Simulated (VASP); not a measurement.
A run of VASP 6.6.1:

INCAR

```
PREC = Accurate
ENCUT = 520
EDIFF = 1E-7
ISMEAR = -1
SIGMA = 0.05
LREAL = False
LASPH = True
NELM = 150
ALGO = Normal
ISIF = 2
LWAVE = False
LCHARG = False
ISPIN = 2
MAGMOM = 1 -3
LORBIT = 11
LMAXMIX = 4
GGA = PE
NBANDS = 22
```

The input KPOINTS:

```
regular mesh
0
Gamma
  12 12 12
```

File POSCAR:

```
CrNi
1.0
    1.2444927944      0.7185082499      4.1478027932
   -1.2444927944      0.7185082499      4.1478027932
    0.0000000000     -1.4370164997      4.1478027932
Ni Cr
1 1
Direct
    0.5000000000      0.5000000000      0.5000000000
    0.0000000000      0.0000000000      0.0000000000
```

Potentials or basis: VASP PAW PBE potentials, release 64 (Ni, Cr_pv).

The run is started by

```sh
$ cat potpaw_PBE.64/Ni/POTCAR potpaw_PBE.64/Cr_pv/POTCAR > POTCAR
$ mpirun -np 1 vasp_std > vasp.out
```

Hardware: 1 thread of Oxide Virtual Turin-like Processor, with other jobs on the host.

Problem. Estimate the wall time of this run.

Solution. Run time: 14 min on 1 thread of Oxide Virtual Turin-like Processor, with other jobs on the host, peak memory 0.31 GiB. Counts: scf iterations 20, k points 189.
